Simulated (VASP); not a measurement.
Crystal: W2C.

```xyz
3
Lattice="3.0700 0.0000 0.0000 -1.5350 2.6587 0.0000 0.0000 0.0000 4.6784" Properties=species:S:1:pos:R:3 pbc="T T T"
W     0.0000    1.7725    3.4917
W     1.5350    0.8862    1.1868
C     0.0000    0.0000    0.0000
```

Program: VASP 6.6.1. Alike in all runs: task single point; potentials or basis VASP PAW PBE potentials, release 64 (W_sv, C); cell as given; cutoff (eV) 600.

**Question.** Order these runs on this cell by their pressure, lowest first.
A. level PBE; spin collinear, antiferromagnetic start; k mesh 6 × 6 × 4; smearing gaussian 0.1 eV
B. level PBE+D3(BJ); spin collinear, ferromagnetic start; fixed moment (μB) 5.0; k mesh 2 × 4 × 1, shifted; smearing gaussian 0.1 eV
C. level PBE+D4; spin off; k mesh 6 × 6 × 4; smearing gaussian 0.1 eV
D. level PBE; spin off; k mesh 3 × 3 × 1, shifted; smearing gaussian 0.1 eV
E. level BLYP; spin off; k mesh 4 × 4 × 3; smearing gaussian 0.136057 eV

**Answer.** C (-7.6 GPa), D (-4.2 GPa), A (-1.2 GPa), E (12.9 GPa), B (30.7 GPa).

Caveats: all runs use coarse meshes; pairwise dispersion overbinds metals, which lowers pressure and volume (some runs); the PAW data sets were made with another functional, which shifts forces and pressure a little (some runs); the moment is held away from its start (some runs); three body term missing (some runs); the total moment is fixed, so each spin has its own Fermi level (some runs).
